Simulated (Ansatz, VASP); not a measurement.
Two plane-wave programs on Te

```
CELL_PARAMETERS angstrom
-2.18067 2.18067 1.79545
2.18067 -2.18067 1.79545
2.18067 2.18067 -1.79545
ATOMIC_POSITIONS crystal
Te 0.00000 0.00000 0.00000
```

Alike in both runs: task single point; functional r2SCAN; k mesh 12 × 12 × 12; no spin polarisation.

|  | VASP | Ansatz |
| --- | --- | --- |
| version | VASP 6.6.1 | Ansatz 0.2.0 |
| potentials or method | VASP PAW PBE potentials, release 64 (Te), cutoff 520 eV | PAW plane waves |
| occupations | fermi-dirac, width 0.1 eV | fermi-dirac |
| valence electrons in the cell | 6 | 16 |

|  | VASP | Ansatz | Ansatz less VASP |
| --- | --- | --- | --- |
| pressure (GPa) | -6.1 | -6.1 | +0.05 |
| traceless stress, the component that is largest in VASP (GPa) | 1.37 | 1.37 | -0.001 |

VASP's potentials were made for PBE, not for r2SCAN. VASP's potentials hold 6 valence electrons a cell and Ansatz's 16, so a difference there can come from the potentials and not from the codes.

Spin-orbit coupling is off throughout.
